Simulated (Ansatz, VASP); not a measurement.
## H3WCl4: VASP beside Ansatz

The input INCAR:

```
PREC = Accurate ; ENCUT = 520
EDIFF = 1E-6 ; ISMEAR = 0
SIGMA = 0.2 ; LREAL = False
LASPH = True ; NELM = 60
ALGO = Normal ; ISIF = 2
LWAVE = False ; LCHARG = False
GGA = PE ; NBANDS = 32
```

File KPOINTS:

```
Automatic mesh
0
Gamma
  6 6 6
```

Contents of POSCAR:

```
H3WCl4
1.0
    4.8933913295      2.8252008013      2.4237672150
   -4.8933913295      2.8252008013      2.4237672150
    0.0000000000     -5.6504016027      2.4237672150
H W Cl
3 1 4
Direct
    0.0030645452      0.7500450696      0.6646598825
    0.7500450696      0.6646598825      0.0030645452
    0.6646598825      0.0030645452      0.7500450696
    0.7811537774      0.7811537774      0.7811537774
    0.0833139497      0.0833139497      0.0833139497
    0.7243443295      0.3583361376      0.6350823385
    0.3583361376      0.6350823385      0.7243443295
    0.6350823385      0.7243443295      0.3583361376
```

Input for Ansatz:

```yaml
crystal:
  lattice:
    - [4.8933913295, 2.8252008013, 2.423767215]
    - [-4.8933913295, 2.8252008013, 2.423767215]
    - [0.0, -5.6504016027, 2.423767215]
  atoms:
    - { symbol: H, position: [0.0030645452, 0.7500450696, 0.6646598825] }
    - { symbol: H, position: [0.7500450696, 0.6646598825, 0.0030645452] }
    - { symbol: H, position: [0.6646598825, 0.0030645452, 0.7500450696] }
    - { symbol: W, position: [0.7811537774, 0.7811537774, 0.7811537774] }
    - { symbol: Cl, position: [0.0833139497, 0.0833139497, 0.0833139497] }
    - { symbol: Cl, position: [0.7243443295, 0.3583361376, 0.6350823385] }
    - { symbol: Cl, position: [0.3583361376, 0.6350823385, 0.7243443295] }
    - { symbol: Cl, position: [0.6350823385, 0.7243443295, 0.3583361376] }
basis:
  ecutwfc: 420
kpoints:
  mp_grid: { grid: [6, 6, 6] }
hamiltonian:
  xc: pbe
scf:
  occupations: { method: gaussian, width: 0.2 }
  lower_state_search: "off"
output:
  forces: true
  stress: true
  eigenvalues: true
```

Alike in both runs: task single point; functional PBE; k mesh 6 × 6 × 6; occupations gaussian, width 0.2 eV; no spin polarisation.

|  | VASP | Ansatz |
| --- | --- | --- |
| version | VASP 6.6.1 | Ansatz 0.2.0 |
| potentials or method | VASP PAW PBE potentials, release 64 (H, W_sv, Cl), cutoff 520 eV | scalar-relativistic, plane waves, PAW |
| valence electrons in the cell | 45 | 45 |

```tsv
	VASP	Ansatz	Ansatz less VASP
gap on the k mesh at the Fermi level (eV)	none	none	-
pressure (GPa)	0.0	0.0	+0.05
rms of the force components (eV/Å)	0.005	0.007	+0.0025
```

Atom by atom the forces differ by 0.004 eV/Å (rms over components). A gap of «none» marks a metal or a gap that the smearing closes.

Spin-orbit coupling is off throughout.
